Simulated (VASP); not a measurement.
**Pb2O: single point with PBE**

The system is Pb2O.

```
Pb O
1.0
     5.30729    0.00000    0.00000
     0.00000    5.30729    0.00000
     0.00000    0.00000    5.30729
Pb O
4 2
Direct
  0.25000 0.25000 0.25000
  0.75000 0.75000 0.25000
  0.25000 0.75000 0.75000
  0.75000 0.25000 0.75000
  0.00000 0.00000 0.00000
  0.50000 0.50000 0.50000
```

| Quantity | Value |
| --- | --- |
| Program | VASP 6.6.1 |
| Task | single point |
| Functional | PBE |
| Potentials or basis | VASP PAW PBE potentials, release 64 (Pb_d, O) |
| Cutoff | 520 eV |
| k mesh | 5 × 5 × 5 |
| Occupations | methfessel-paxton, width 0.05 eV |
| Spin | no spin polarisation |
| Dipole correction | no |
| Further INCAR settings | ALGO = Normal; EDIFF = 1e-06; NBANDS = 43 |

```json
{
  "Pressure": "5.5 GPa",
  "Band gap on the k mesh": "zero (bands 34 and 35 overlap by 0.37 eV)"
}
```

Levels at points of the mesh, in eV from the Fermi level:
```csv
k point,band 31,band 32,band 33,band 34,band 35,band 36,band 37,band 38
"(0.00, 0.00, 0.00)",-2.21,-0.50,-0.50,-0.50,2.13,2.13,2.13,2.80
```

It took 66 s on 1 thread of Intel(R) Xeon(R) Platinum 8488C (Sapphire Rapids) (shared host), peak memory 0.26 GiB.

Caveat: the cell stands under pressure; semilocal functionals underestimate gaps, so a narrow gap can read as zero; spin-orbit coupling is left out, which moves the levels of the heavy elements.
